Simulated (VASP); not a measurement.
Input of a VASP 6.6.1 run:

POSCAR

```
Hg
1.0
    5.8545564485      0.0000000000      0.0000000000
    0.0000000000      5.8545564485      0.0000000000
    0.0000000000      0.0000000000      5.8545564485
Hg
8
Direct
    0.0000000000      0.0000000000      0.0000000000
    0.5000000000      0.2500000000      0.0000000000
    0.5000000000      0.7500000000      0.0000000000
    0.0000000000      0.5000000000      0.2500000000
    0.2500000000      0.0000000000      0.5000000000
    0.7500000000      0.0000000000      0.5000000000
    0.5000000000      0.5000000000      0.5000000000
    0.0000000000      0.5000000000      0.7500000000
```

INCAR.step1

```
ALGO     = Normal         # electronic algorithm
EDIFF    = 1E-4           # SCF threshold, eV
ENCUT    = 520            # plane-wave cutoff, eV
GGA      = PE             # functional
ISMEAR   = -1             # smearing method
LASPH    = T              # aspherical terms in the spheres
LCHARG   = F              # write CHGCAR
LREAL    = F              # projectors in reciprocal space
LWAVE    = T              # write WAVECAR
NBANDS   = 58             # bands
NELM     = 60             # most SCF steps
PREC     = Accurate       # precision mode
SIGMA    = 0.02           # smearing width, eV
```

File INCAR.step2:

```
ALGO     = Normal         # electronic algorithm
EDIFF    = 1E-7           # SCF threshold, eV
ENCUT    = 520            # plane-wave cutoff, eV
ISIF     = 2              # what is computed and relaxed
ISMEAR   = -1             # smearing method
ISTART   = 1            
LASPH    = T              # aspherical terms in the spheres
LCHARG   = F              # write CHGCAR
LMIXTAU  = T            
LREAL    = F              # projectors in reciprocal space
LWAVE    = F              # write WAVECAR
METAGGA  = R2SCAN         # meta-GGA
NBANDS   = 58             # bands
NELM     = 60             # most SCF steps
PREC     = Accurate       # precision mode
SIGMA    = 0.02           # smearing width, eV
```

KPOINTS

```
k-points
0
Gamma
  4 4 4
```

Potentials or basis: VASP PAW PBE potentials, release 64 (Hg).

Command:

```console
$ cat potpaw_PBE.64/Hg/POTCAR > POTCAR
$ cp INCAR.step1 INCAR
$ mpirun -np 1 vasp_std > vasp.out
$ cp INCAR.step2 INCAR
$ mpirun -np 1 vasp_std > vasp.out
```

Task: Estimate the band gap on the k mesh.

Result: Zero (bands 48 and 49 overlap by 0.58 eV).

Task: Predict the pressure.

Result: 2.1 GPa.

Caveat: the PAW data sets were made with another functional, which shifts forces and pressure a little; spin-orbit coupling is left out, which moves the levels of the heavy elements.
